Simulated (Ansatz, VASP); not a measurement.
SiMo3: VASP beside Ansatz

```
CELL_PARAMETERS angstrom
4.88900 0.00000 0.00000
0.00000 4.88900 0.00000
0.00000 0.00000 4.88900
ATOMIC_POSITIONS crystal
Si 0.00000 0.00000 0.00000
Si 0.50000 0.50000 0.50000
Mo 0.25000 0.00000 0.50000
Mo 0.50000 0.75000 0.00000
Mo 0.75000 0.00000 0.50000
Mo 0.50000 0.25000 0.00000
Mo 0.00000 0.50000 0.75000
Mo 0.00000 0.50000 0.25000
```

Alike in both runs: task relaxation of cell and atoms; functional r2SCAN; k mesh 7 × 7 × 7; occupations fermi-dirac, width 0.1 eV; no spin polarisation.

```csv
,VASP,Ansatz
version,VASP 6.6.1,Ansatz 0.2.0
potentials or method,"VASP PAW PBE potentials, release 64 (Si, Mo_sv), cutoff 600 eV",PAW plane waves
valence electrons in the cell,92,92
```

VASP gave:

* gap on the k mesh at the Fermi level, each at its own relaxed structure (eV): none
* relaxed volume (Å³/atom): 14.61
* relaxed cell length with the largest relative difference (Å): 4.889

Which values does Ansatz return?

gap on the k mesh at the Fermi level, each at its own relaxed structure (eV): none; relaxed volume (Å³/atom): 14.56; relaxed cell length with the largest relative difference (Å): 4.884.

VASP's potentials were made for PBE, not for r2SCAN. A gap of «none» marks a metal or a gap that the smearing closes.

Noted on VASP's run: the relaxation stopped at its first step, so nothing moved.
